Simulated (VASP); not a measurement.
Input of a VASP 6.6.1 run:

File INCAR:

```
PREC = Accurate ; ENCUT = 520
EDIFF = 1E-6 ; ISMEAR = -1
SIGMA = 0.08 ; LREAL = False
LASPH = True ; NELM = 60
ALGO = Normal ; ISIF = 2
LWAVE = False ; LCHARG = True
GGA = PE ; LELF = True
LVHAR = True ; NBANDS = 14
```

Contents of KPOINTS:

```
Automatic mesh
0
Gamma
  11 11 11
```

Contents of POSCAR:

```
Br
1.0
    0.0000000000      3.5067068935      3.5067068935
    3.5067068935      0.0000000000      3.5067068935
    3.5067068935      3.5067068935      0.0000000000
Br
2
Direct
   -0.1250000000     -0.1250000000     -0.1250000000
    0.1250000000      0.1250000000      0.1250000000
```

Potentials or basis: VASP PAW PBE potentials, release 64 (Br).

Launch:

```sh
$ cat potpaw_PBE.64/Br/POTCAR > POTCAR
$ mpirun -np 1 vasp_std > vasp.out
```

Problem. Estimate the band gap on the k mesh.

Solution. Zero (bands 7 and 8 overlap by 1.17 eV).

Problem. Estimate the pressure.

Solution. 0.1 GPa.
